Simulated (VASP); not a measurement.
# HfB2 (P6/mmm) in VASP: notebook, part 2 of 3

VASP 6.6.1. The steps go on from the part before.

## 3. Electric field gradients, PBE (volume scaled by 1.02)

The input, INCAR:

```
PREC = Accurate ; ENCUT = 520
EDIFF = 1E-8 ; ISMEAR = -1
SIGMA = 0.05 ; LREAL = F
LASPH = T ; NELM = 80
ALGO = Normal ; ISIF = 2
LWAVE = F ; LCHARG = F
GGA = PE ; LEFG = T
NBANDS = 15
```

The input, KPOINTS:

```
Automatic mesh
0
Gamma
  13 13 11
```

The input, POSCAR:

```
HfB2
1.0
    3.1607954092      0.0000000000      0.0000000000
   -1.5803977046      2.7373291205      0.0000000000
    0.0000000000      0.0000000000      3.5030470293
Hf B
1 2
Direct
    0.0000000000      0.0000000000      0.0000000000
    0.3333333333      0.6666666667      0.5000000000
    0.6666666667      0.3333333333      0.5000000000
```

Potentials or basis: VASP PAW PBE potentials, release 64 (Hf_pv, B).

On the command line:

```
$ cat potpaw_PBE.64/Hf_pv/POTCAR potpaw_PBE.64/B/POTCAR > POTCAR
$ mpirun -np 1 vasp_std > vasp.out
```

OUTCAR:

```text
PREC = Accurate
   ENCUT = 520
   EDIFF = 1E-8
   ISMEAR = -1
   LREAL = F
   LASPH = T
   NELM = 80
   ISIF = 2
   GGA = PE

 ion  position               nearest neighbor table
   1  0.000  0.000  0.000-   2 2.53   3 2.53   2 2.53   3 2.53   2 2.53   2 2.53   3 2.53   3 2.53
                             3 2.53   3 2.53   2 2.53   2 2.53
   2  0.333  0.667  0.500-   3 1.82   3 1.82   3 1.82   1 2.53   1 2.53   1 2.53   1 2.53   1 2.53
                             1 2.53
   3  0.667  0.333  0.500-   2 1.82   2 1.82   2 1.82   1 2.53   1 2.53   1 2.53   1 2.53   1 2.53
                             1 2.53

  LATTYP: Found a hexagonal cell.
 ALAT       =     3.1607954092
 C/A-ratio  =     1.1082802193

  Lattice vectors:

 A1 = (   3.1607954092,   0.0000000000,   0.0000000000)
 A2 = (  -1.5803977046,   2.7373291205,   0.0000000000)
 A3 = (   0.0000000000,   0.0000000000,   3.5030470293)

Analysis of symmetry for initial positions (statically):
=====================================================================
 Subroutine PRICEL returns:
 Original cell was already a primitive cell.

 Routine SETGRP: Setting up the symmetry group for a
 hexagonal supercell.

 Subroutine GETGRP returns: Found 24 space group operations
 (whereof 24 operations were pure point group operations)
 out of a pool of 24 trial point group operations.

The static configuration has the point symmetry D_6h.

Analysis of symmetry for dynamics (positions and initial velocities):
=====================================================================
 Subroutine PRICEL returns:
 Original cell was already a primitive cell.

 Routine SETGRP: Setting up the symmetry group for a
 hexagonal supercell.

 Subroutine GETGRP returns: Found 24 space group operations
 (whereof 24 operations were pure point group operations)
 out of a pool of 24 trial point group operations.

The dynamic configuration has the point symmetry D_6h.

 Subroutine INISYM returns: Found 24 space group operations
 (whereof 24 operations are pure point group operations),
 and found     1 'primitive' translations

----------------------------------------------------------------------------------------

                                     Primitive cell

  volume of cell :      30.3088

  direct lattice vectors                    reciprocal lattice vectors
     3.160795409  0.000000000  0.000000000     0.316376061  0.182659804  0.000000000
    -1.580397705  2.737329121  0.000000000     0.000000000  0.365319608  0.000000000
     0.000000000  0.000000000  3.503047029     0.000000000  0.000000000  0.285465765

  length of vectors
     3.160795409  3.160795409  3.503047029     0.365319608  0.365319608  0.285465765

  position of ions in fractional coordinates (direct lattice)
     0.000000000  0.000000000  0.000000000
     0.333333333  0.666666667  0.500000000
     0.666666667  0.333333333  0.500000000

  ion indices of the primitive-cell ions
   primitive index   ion index
                 1           1
                 2           2
                 3           3

[... 89 lines left out ...]
   IMIX   =      4    mixing-type and parameters
     AMIX     =   0.40;   BMIX     =  1.00
     AMIX_MAG =   1.60;   BMIX_MAG =  1.00
  volume/ion in A,a.u.               =      10.10        68.18
  Fermi-wavevector in a.u.,A,eV,Ry     =   1.323097  2.500291 23.818166  1.750586
  Thomas-Fermi vector in A             =   2.452730
   LORBIT       =      0    0 simple, 1 ext, 2 COOP (PROOUT), +10 PAW based schemes
   GGA     = PE    functional components
   LHFCALC =     F    Hartree Fock is set to
   AEXX    =    0.0000 exact exchange contribution
   IVDW    =     0    specifies the selected vdW correction
   LEPSILON=     F    determine dielectric tensor
   LRPA    =     F    only Hartree local field effects (RPA)
 non-spin polarized calculation
  energy-cutoff  :      520.00
  volume of cell :       30.31
 maximum number of plane-waves:       832
 NGX is ok and might be reduce to    24
   NGX = 11   NGY = 11   NGZ = 13

 number of electron      15.9999998 magnetization

 Free energy of the ion-electron system (eV)
  ---------------------------------------------------
  ext. energy  EPLUGINS =         0.00000000
  ---------------------------------------------------
  free energy    TOTEN  =       -26.39686030 eV

  energy without entropy =      -26.39508642  energy(sigma->0) =      -26.39597336

 E-fermi :   7.5999     XC(G=0): -12.5039

 val. band max:        7.5483898390   @ k =   0.0769  -0.0000   0.2727
 cond. band min:       7.6325244903   @ k =   0.3077   0.1538   0.0000
 fundamental gap:      0.0841346513
 Fermi energy:         7.5998647509

 k-point     1 :       0.0000    0.0000    0.0000
  band No.  band energies     occupation
      1     -23.1821      2.00000
      2     -22.7093      2.00000
      3     -22.7093      2.00000
      4      -6.1252      2.00000
      5       4.5609      2.00000
      6       4.6582      2.00000
      7       4.6582      2.00000
      8       4.7293      2.00000
      9      11.4425      0.00000
     10      11.4425      0.00000
     11      12.0695      0.00000
     12      12.0695      0.00000
     13      12.3614      0.00000
     14      12.4224      0.00000
[... 401 lines left out ...]
      2     -22.8684      2.00000
      3     -22.7438      2.00000
      4      -5.5184      2.00000
      5       3.3719      2.00000
      6       3.6848      2.00000
      7       4.6223      2.00000
      8       5.6401      2.00000
      9       9.7152      0.00000
     10      10.1688      0.00000
     11      12.0061      0.00000
     12      12.1594      0.00000
     13      12.9462      0.00000
     14      14.2282      0.00000
     15      14.6943      0.00000

 [... further k-points ...]
[... 5 lines left out ...]
  --------------------------------------------------------------------------------------
  -------------------------------------------------------------------------------------
  Total       -0.7970049     -0.7970049     -0.6390083      0.0000000      0.0000000      0.0000000
  in kB      -42.1310409    -42.1310409    -33.7790721      0.0000000      0.0000000      0.0000000
  external PRESSURE =     -39.3470513 kB  Pullay stress =       0.0000000 kB

 VOLUME and BASIS-vectors are now :
 -----------------------------------------------------------------------------
  energy-cutoff  :      520.00
  volume of cell :       30.31
      direct lattice vectors                 reciprocal lattice vectors
     3.160795409  0.000000000  0.000000000     0.316376061  0.182659804  0.000000000
    -1.580397705  2.737329121  0.000000000     0.000000000  0.365319608  0.000000000
     0.000000000  0.000000000  3.503047029     0.000000000  0.000000000  0.285465765

 POSITION                                       TOTAL-FORCE (eV/Angst)
 -----------------------------------------------------------------------------------
      0.00000      0.00000      0.00000         0.000000      0.000000      0.000000
     -0.00000      1.82489      1.75152         0.000000     -0.000000      0.000000
      1.58040      0.91244      1.75152        -0.000000      0.000000      0.000000
 -----------------------------------------------------------------------------------
    total drift:                               -0.000000      0.000000      0.000000

  FREE ENERGIE OF THE ION-ELECTRON SYSTEM (eV)
  ---------------------------------------------------
  free  energy   TOTEN  =       -26.3968603043 eV

  energy  without entropy=      -26.3950864154  energy(sigma->0) =      -26.39597336

 Electric field gradients (V/A^2)
---------------------------------------------------------------------
 ion       V_xx      V_yy      V_zz      V_xy      V_xz      V_yz
---------------------------------------------------------------------
   1     -38.006   -38.005    76.011     0.000     0.000    -0.000
   2      -0.756    -0.756     1.511    -0.000     0.000    -0.000
   3      -0.756    -0.756     1.511    -0.000     0.000    -0.000
---------------------------------------------------------------------

 Electric field gradients after diagonalization (V/A^2)
 (convention: |V_zz| > |V_xx| > |V_yy|)
----------------------------------------------------------------------
 ion       V_xx      V_yy      V_zz     asymmetry (V_yy - V_xx)/ V_zz
----------------------------------------------------------------------
   1     -38.006   -38.005    76.011       0.000
   2      -0.756    -0.756     1.511       0.000
   3      -0.756    -0.756     1.511       0.000
----------------------------------------------------------------------

           NMR quadrupolar parameters

 Cq : quadrupolar parameter    Cq=e*Q*V_zz/h
 eta: asymmetry parameters     (V_yy - V_xx)/ V_zz
 Q  : nuclear electric quadrupole moment in mb (millibarn)
----------------------------------------------------------------------
 ion       Cq(MHz)       eta       Q (mb)
----------------------------------------------------------------------
   1       0.184       0.000       1.000
   2       0.004       0.000       1.000
   3       0.004       0.000       1.000
----------------------------------------------------------------------
```

stdout:

```text
POSCAR found type information on POSCAR HfB
 POSCAR found :  2 types and       3 ions
 scaLAPACK will be used
 LDA part: xc-table for (Slater+PW92), standard interpolation
 POSCAR, INCAR and KPOINTS ok, starting setup
 FFT: planning ... GRIDC
 FFT: planning ... GRID_SOFT
 FFT: planning ... GRID
 WAVECAR not read
 entering main loop
ion   1

ion   2

ion   3
```

It took 62 s on 1 thread of AMD EPYC 9R45 (Zen 5), shared host; peak memory 0.15 GiB.

What came out:

```yaml
Free_energy: -26.3969 eV
Pressure: -3.9 GPa
Band_gap_on_the_k_mesh: zero (band 8 reaches 8.14 eV, above the bottom of band 9 at 7.14 eV)
```

Levels at points of the mesh, in eV from the Fermi level:
| k point | band 6 | band 7 | band 8 | band 9 | band 10 | band 11 |
| --- | --- | --- | --- | --- | --- | --- |
| (0.00, 0.00, 0.00) | -2.94 | -2.94 | -2.87 | 3.84 | 3.84 | 4.47 |

Electric field gradients, principal values (V/Å²):
```csv
atom,least,middle,greatest (by size)
1 Hf,-38.005,-38.006,76.011
2 B,-0.756,-0.756,1.511
3 B,-0.756,-0.756,1.511
```

Caveat: without QUAD_EFG the Cq values of the log hold for a quadrupole moment of 1 mb, not for the nuclei; spin-orbit coupling is left out, which moves the levels of the heavy elements.

[end of part 2 of 3]
